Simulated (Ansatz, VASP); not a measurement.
# One calculation of Ta, two programs

File INCAR:

```
SYSTEM = Ta
PREC = Accurate
ENCUT = 500
EDIFF = 1E-6
ISMEAR = 0
SIGMA = 0.15
LREAL = .False.
LASPH = .True.
NELM = 120
ALGO = Normal
ISIF = 2
LWAVE = .False.
LCHARG = .False.
GGA = PE
NBANDS = 18
GGA_COMPAT = .False.
```

Contents of KPOINTS:

```
regular mesh
0
Gamma
  18 18 10
  0 0 0
```

The input POSCAR:

```
Ta
1.0
   -1.6512800000      1.6512800000      1.6512800000
    1.6512800000     -1.6512800000      1.6512800000
    3.3025600000      3.3025600000      0.0000000000
Ta
2
Direct
   -0.0529891963     -0.0529891963      0.0000000000
    0.5529891963      0.5529891963      0.5000000000
```

Input for Ansatz:

```yaml
crystal:
  lattice:
    - [-1.65128, 1.65128, 1.65128]
    - [1.65128, -1.65128, 1.65128]
    - [3.30256, 3.30256, 0.0]
  atoms:
    - { symbol: Ta, position: [-0.0529891963, -0.0529891963, 0.0] }
    - { symbol: Ta, position: [0.5529891963, 0.5529891963, 0.5] }
basis:
  ecutwfc: 420
kpoints:
  mp_grid: { grid: [18, 18, 10] }
hamiltonian:
  xc: pbe
scf:
  occupations: { method: gaussian, width: 0.15 }
output:
  forces: true
  stress: true
  eigenvalues: true
```

Change from the starting cell: mode 6 (145.8 1/cm) frozen in, largest displacement +0.175 Å.

Alike in both runs: task single point; functional PBE; k mesh 18 × 18 × 10; occupations gaussian, width 0.15 eV; no spin polarisation.

|  | VASP | Ansatz |
| --- | --- | --- |
| version | VASP 6.6.1 | Ansatz 0.2.0 |
| potentials or method | VASP PAW PBE potentials, release 64 (Ta_pv), cutoff 500 eV | scalar-relativistic, plane waves, PAW |
| valence electrons in the cell | 22 | 26 |

```csv
,VASP,Ansatz,Ansatz less VASP
gap on the k mesh at the Fermi level (eV),none,none,-
pressure (GPa),5.2,5.0,-0.17
"traceless stress, the component that is largest in VASP (GPa)",3.43,3.37,-0.054
rms of the force components (eV/Å),1.008,1.007,-0.0012
```

Atom by atom the forces differ by 0.001 eV/Å (rms over components). A gap of «none» marks a metal or a gap that the smearing closes. The functional is the same, so the differences come from potentials, cutoffs and numerics. VASP's potentials hold 22 valence electrons a cell and Ansatz's 26, so a difference there can come from the potentials and not from the codes.

Neither program's run includes spin-orbit coupling.
